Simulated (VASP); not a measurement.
# Zn (P6_3/mmc) in VASP: relaxation of cell and atoms with PBE

Aim: the relaxation of cell and atoms of Zn with PBE.

All numbers are computed with VASP 6.6.1; they aren't measurements. Logs are shortened: lines on timing, memory, paths and dates and some standing lists are left out, and cuts for length are marked.

## (1) The cell of the first run

The structure is hexagonal, space group P6_3/mmc (No. 194). The conventional cell has a = 2.635 Å, b = 2.635 Å, c = 15.276 Å, α = 90.00°, β = 90.00°, γ = 120.00°. Zn (site symmetry -6m2) has 12 Zn at 2.64 to 2.97 Å within 3.5 Å. Zn (site symmetry 3m) has 12 Zn at 2.64 to 2.97 Å within 3.5 Å.

## (2) Relaxation of cell and atoms, PBE

Input file INCAR:

```
ALGO = Fast
EDIFF = 1E-6
EDIFFG = -0.01
ENCUT = 600
GGA = PE
IBRION = 2
ISIF = 3
ISMEAR = 0
LASPH = True
LCHARG = False
LREAL = False
LWAVE = False
NELM = 100
NSW = 65
PREC = Accurate
SIGMA = 0.1
```

Input file KPOINTS:

```
k-points
0
Gamma
  18 18 4
```

Input file POSCAR:

```
Zn
1.0
    2.6350410099      0.0000000000      0.0000000000
   -1.3175205050      2.2820124546      0.0000000000
    0.0000000000      0.0000000000     15.2759723784
Zn
6
Direct
    0.0000000000      0.0000000000      0.0000000000
    0.3333333333      0.6666666667      0.1666666667
    0.6666666667      0.3333333333      0.3333333333
    0.0000000000      0.0000000000      0.5000000000
    0.6666666667      0.3333333333      0.6666666667
    0.3333333333      0.6666666667      0.8333333333
```

Potentials or basis: VASP PAW PBE potentials, release 64 (Zn).

Run with:

```
$ cat potpaw_PBE.64/Zn/POTCAR > POTCAR
$ mpirun -np 1 vasp_std > vasp.out
```

OUTCAR:

```text
EDIFF = 1E-6
   EDIFFG = -0.01
   ENCUT = 600
   GGA = PE
   IBRION = 2
   ISIF = 3
   ISMEAR = 0
   LASPH = True
   LREAL = False
   NELM = 100
   NSW = 65
   PREC = Accurate

 ion  position               nearest neighbor table
   1  0.000  0.000  0.000-   2 2.97   6 2.97   2 2.97   6 2.97   2 2.97   6 2.97
   2  0.333  0.667  0.167-   3 2.97   3 2.97   3 2.97   1 2.97   1 2.97   1 2.97
   3  0.667  0.333  0.333-   2 2.97   2 2.97   2 2.97   4 2.97   4 2.97   4 2.97
   4  0.000  0.000  0.500-   3 2.97   5 2.97   3 2.97   5 2.97   3 2.97   5 2.97
   5  0.667  0.333  0.667-   6 2.97   6 2.97   6 2.97   4 2.97   4 2.97   4 2.97
   6  0.333  0.667  0.833-   5 2.97   5 2.97   5 2.97   1 2.97   1 2.97   1 2.97

  LATTYP: Found a hexagonal cell.
 ALAT       =     2.6350410099
 C/A-ratio  =     5.7972427454

  Lattice vectors:

 A1 = (   2.6350410099,   0.0000000000,   0.0000000000)
 A2 = (  -1.3175205050,   2.2820124546,   0.0000000000)
 A3 = (   0.0000000000,   0.0000000000,  15.2759723784)

Analysis of symmetry for initial positions (statically):
=====================================================================
 Subroutine PRICEL returns:
 Original cell was already a primitive cell.

 Routine SETGRP: Setting up the symmetry group for a
 hexagonal supercell.

 Subroutine GETGRP returns: Found 24 space group operations
 (whereof 12 operations were pure point group operations)
 out of a pool of 24 trial point group operations.

The static configuration has the point symmetry D_3h.
 The point group associated with its full space group is D_6h.

Analysis of symmetry for dynamics (positions and initial velocities):
=====================================================================
 Subroutine PRICEL returns:
 Original cell was already a primitive cell.

 Routine SETGRP: Setting up the symmetry group for a
 hexagonal supercell.

 Subroutine GETGRP returns: Found 24 space group operations
 (whereof 12 operations were pure point group operations)
 out of a pool of 24 trial point group operations.

The dynamic configuration has the point symmetry D_3h.
 The point group associated with its full space group is D_6h.

 Subroutine INISYM returns: Found 24 space group operations
 (whereof 12 operations are pure point group operations),
 and found     1 'primitive' translations

----------------------------------------------------------------------------------------

                                     Primitive cell

  volume of cell :      91.8574

  direct lattice vectors                    reciprocal lattice vectors
     2.635041010  0.000000000  0.000000000     0.379500735  0.219104852  0.000000000
    -1.317520505  2.282012455  0.000000000     0.000000000  0.438209703  0.000000000
     0.000000000  0.000000000 15.275972378     0.000000000  0.000000000  0.065462281

  length of vectors
     2.635041010  2.635041010 15.275972378     0.438209703  0.438209703  0.065462281

  position of ions in fractional coordinates (direct lattice)
     0.000000000  0.000000000  0.000000000
     0.333333333  0.666666667  0.166666667
     0.666666667  0.333333333  0.333333333
     0.000000000  0.000000000  0.500000000
     0.666666667  0.333333333  0.666666667
     0.333333333  0.666666667  0.833333333

  ion indices of the primitive-cell ions
   primitive index   ion index
                 1           1
                 2           2
                 3           3
                 4           4
                 5           5
                 6           6

----------------------------------------------------------------------------------------

 KPOINTS: k-points

Automatic generation of k-mesh.
 Grid dimensions read from file:
 generate k-points for:   18   18    4

 Generating k-lattice:

  Cartesian coordinates                     Fractional coordinates (reciprocal lattice)
     0.021083374  0.012172492  0.000000000     0.055555556  0.000000000  0.000000000
     0.000000000  0.024344984  0.000000000     0.000000000  0.055555556  0.000000000
     0.000000000  0.000000000  0.016365570     0.000000000  0.000000000  0.250000000

  Length of vectors
     0.024344984  0.024344984  0.016365570

  Shift w.r.t. Gamma in fractional coordinates (k-lattice)
     0.000000000  0.000000000  0.000000000

 Subroutine IBZKPT returns following result:
 ===========================================

 Found    111 irreducible k-points:

 Following reciprocal coordinates:
            Coordinates               Weight
  0.000000  0.000000  0.000000      1.000000
  0.055556  0.000000  0.000000      6.000000
  0.111111  0.000000  0.000000      6.000000
  0.166667  0.000000  0.000000      6.000000
  0.222222  0.000000  0.000000      6.000000
  0.277778  0.000000  0.000000      6.000000
[... 16 lines left out ...]
  0.333333  0.111111  0.000000     12.000000
  0.388889  0.111111  0.000000     12.000000
 [... further k-points ...]
   k-points           NKPTS =    111   k-points in BZ     NKDIM =    111   number of bands    NBANDS=     43
   number of dos      NEDOS =    301   number of ions     NIONS =      6
   total plane-waves  NPLWV =  72576
   dimension x,y,z NGX =    24 NGY =   24 NGZ =  126
   dimension x,y,z NGXF=    48 NGYF=   48 NGZF=  252
   ions per type =               6
   NGX,Y,Z   is equivalent  to a cutoff of  15.14, 15.14, 13.71 a.u.
   NGXF,Y,Z  is equivalent  to a cutoff of  30.28, 30.28, 27.42 a.u.
 SYSTEM =  unknown system
   PREC   = accura    normal or accurate (medium, high low for compatibility)
   ISTART =      0    job   : 0-new  1-cont  2-samecut
   ICHARG =      2    charge: 1-file 2-atom 10-const
   ISPIN  =      1    spin polarized calculation?
   LNONCOLLINEAR =      F non collinear calculations
   LSORBIT =      F    spin-orbit coupling
   LASPH  =      T    aspherical Exc in radial PAW
   ENCUT  =  600.0 eV  44.10 Ry    6.64 a.u.   5.26  5.26 30.51*2*pi/ulx,y,z
   NELM   =    100;   NELMIN=  2; NELMDL= -5     # of ELM steps
   EDIFF  = 0.1E-05   stopping-criterion for ELM
   LREAL  =      F    real-space projection
   EDIFFG = -.1E-01   stopping-criterion for IOM
   NSW    =     65    number of steps for IOM
   IBRION =      2    ionic relax: 0-MD 1-quasi-New 2-CG
   NFREE  =      1    steps in history (QN), initial steepest desc. (CG)
   ISIF   =      3    stress and relaxation
   ISYM   =      2    0-nonsym 1-usesym 2-fastsym
   POTIM  = 0.5000    time-step for ionic-motion
   TEBEG  =    0.0;   TEEND  =   0.0 temperature during run
   PSTRESS=    0.0 pullay stress
   NELECT =      72.0000    total number of electrons
   NUPDOWN=      -1.0000    fix difference up-down
   EMIN   =  10.00;   EMAX   =-10.00  energy-range for DOS
   EFERMI =   0.00;   METHOD = LEGACY
   ISMEAR =     0;   SIGMA  =   0.10  broadening in eV -4-tet -1-fermi 0-gaus
   EFERMI_NEDOS =   21; number of points for ismear=-14 and -15
   IALGO  =     68    algorithm
   IMIX   =      4    mixing-type and parameters
     AMIX     =   0.40;   BMIX     =  1.00
     AMIX_MAG =   1.60;   BMIX_MAG =  1.00
  volume/ion in A,a.u.               =      15.31       103.31
  Fermi-wavevector in a.u.,A,eV,Ry     =   1.509434  2.852417 30.999408  2.278392
  Thomas-Fermi vector in A             =   2.619757
   LORBIT       =      0    0 simple, 1 ext, 2 COOP (PROOUT), +10 PAW based schemes
   GGA     = PE    functional components
   LHFCALC =     F    Hartree Fock is set to
   AEXX    =    0.0000 exact exchange contribution
   IVDW    =     0    specifies the selected vdW correction
   LEPSILON=     F    determine dielectric tensor
   LRPA    =     F    only Hartree local field effects (RPA)
 conjugate gradient relaxation of ions
 non-spin polarized calculation
 RMM-DIIS sequential band-by-band and
 Gauss-broadening in eV      SIGMA  =   0.10
  energy-cutoff  :      600.00
  volume of cell :       91.86
 maximum number of plane-waves:      3096
 NGX is ok and might be reduce to    24
   NGX = 11   NGY = 11   NGZ = 61

--------------------------------------- Ionic step        1  -------------------------------------------

 number of electron      71.9999979 magnetization

 Free energy of the ion-electron system (eV)
  ---------------------------------------------------
  ext. energy  EPLUGINS =         0.00000000
  ---------------------------------------------------
  free energy    TOTEN  =        -6.58359836 eV

  energy without entropy =       -6.57800507  energy(sigma->0) =       -6.58080172

------------------------ aborting loop because EDIFF is reached ----------------------------------------

  FORCE on cell =-STRESS in cart. coord.  units (eV):
  Direction    XX          YY          ZZ          XY          YZ          ZX
  --------------------------------------------------------------------------------------
  -------------------------------------------------------------------------------------
  Total        0.2301121      0.2301121      0.3329361     -0.0000000     -0.0000000      0.0000000
  in kB        4.0136159      4.0136159      5.8070722     -0.0000000     -0.0000000      0.0000000
  external PRESSURE =       4.6114346 kB  Pullay stress =       0.0000000 kB
[... 305 lines left out ...]
  energy  without entropy=       -6.5794711651  energy(sigma->0) =       -6.58262228

--------------------------------------- Ionic step        9  -------------------------------------------

 number of electron      72.0000015 magnetization

 Free energy of the ion-electron system (eV)
  ---------------------------------------------------
  ext. energy  EPLUGINS =         0.00000000
  ---------------------------------------------------
  free energy    TOTEN  =        -6.58558870 eV

  energy without entropy =       -6.57907252  energy(sigma->0) =       -6.58233061

 E-fermi :   2.8826     XC(G=0): -11.4308

 val. band max:        2.8628358766   @ k =   0.0556   0.0556   0.2500
 cond. band min:       2.9004790951   @ k =   0.2222   0.0000   0.5000
 fundamental gap:      0.0376432185
 Fermi energy:         2.8825660616

 k-point     1 :       0.0000    0.0000    0.0000
  band No.  band energies     occupation
      1      -7.2970      2.00000
      2      -6.7533      2.00000
      3      -6.7124      2.00000
      4      -5.8339      2.00000
      5      -5.8214      2.00000
      6      -5.6808      2.00000
[... 1093 lines left out ...]
     42       6.4178      0.00000
     43       7.8826      0.00000

 [... further k-points ...]
[... 5 lines left out ...]
  --------------------------------------------------------------------------------------
  -------------------------------------------------------------------------------------
  Total       -0.0318474     -0.0318474     -0.0531194      0.0000000      0.0000000      0.0000000
  in kB       -0.5478945     -0.5478945     -0.9138523      0.0000000      0.0000000      0.0000000
  external PRESSURE =      -0.6698804 kB  Pullay stress =       0.0000000 kB
[... 21 lines left out ...]
  FREE ENERGIE OF THE ION-ELECTRON SYSTEM (eV)
  ---------------------------------------------------
  free  energy   TOTEN  =        -6.5855886970 eV

  energy  without entropy=       -6.5790725169  energy(sigma->0) =       -6.58233061

 reached required accuracy - stopping structural energy minimisation
```

It took 71 min on 1 thread of Oxide Virtual Turin-like, shared host; peak memory 0.49 GiB.

What came out:

| Quantity | Value |
| --- | --- |
| Free energy | -6.5856 eV |
| Relaxed volume | 15.52 Å³/atom |
| Relaxed cell | a = 2.637 Å, b = 2.637 Å, c = 15.468 Å, α = 90.00°, β = 90.00°, γ = 120.00° |
| Space group after relaxing (to 0.1 Å) | P6_3/mmc (No. 194) |
| Energy gained by relaxing | 0.3 meV/atom |
| Ionic steps | 9 |
| Pressure after relaxing | -0.1 GPa |
| Largest force after relaxing | 0.004 eV/Å |
| Band gap on the k mesh | zero (bands 36 and 37 overlap by 5.47 eV) |

Forces in eV/Å, atoms in the order of the input:
```
Zn   0.000  0.000  0.000
Zn   0.000  0.000 -0.004
Zn   0.000  0.000  0.004
Zn   0.000  0.000  0.000
Zn   0.000  0.000 -0.004
Zn   0.000  0.000  0.004
```

The path:
```
step  energy change (eV)  largest force (eV/Å)  pressure (GPa)  volume (Å³)
   1              0.0000                0.0274            0.46        91.86
   2             -0.0012                0.0229            0.04        92.44
   3             -0.0013                0.0224           -0.01        92.54
   4             -0.0013                0.0204           -0.16        92.74
   5             -0.0013                0.0233           -0.06        92.61
   6             -0.0017                0.0184           -0.05        92.65
   7             -0.0022                0.0103            0.09        92.77
   8             -0.0022                0.0081            0.16        92.79
   9             -0.0020                0.0044           -0.07        93.13
```

Final structure:
```
CELL_PARAMETERS angstrom
2.63670 0.00000 0.00000
-1.31835 2.28345 0.00000
0.00000 0.00000 15.46807
ATOMIC_POSITIONS crystal
Zn 0.00000 0.00000 0.00000
Zn 0.33333 0.66667 0.16599
Zn 0.66667 0.33333 0.33401
Zn 0.00000 0.00000 0.50000
Zn 0.66667 0.33333 0.66599
Zn 0.33333 0.66667 0.83401
```

The gap in the log of VASP goes by the Fermi energy; the results here count the filled bands.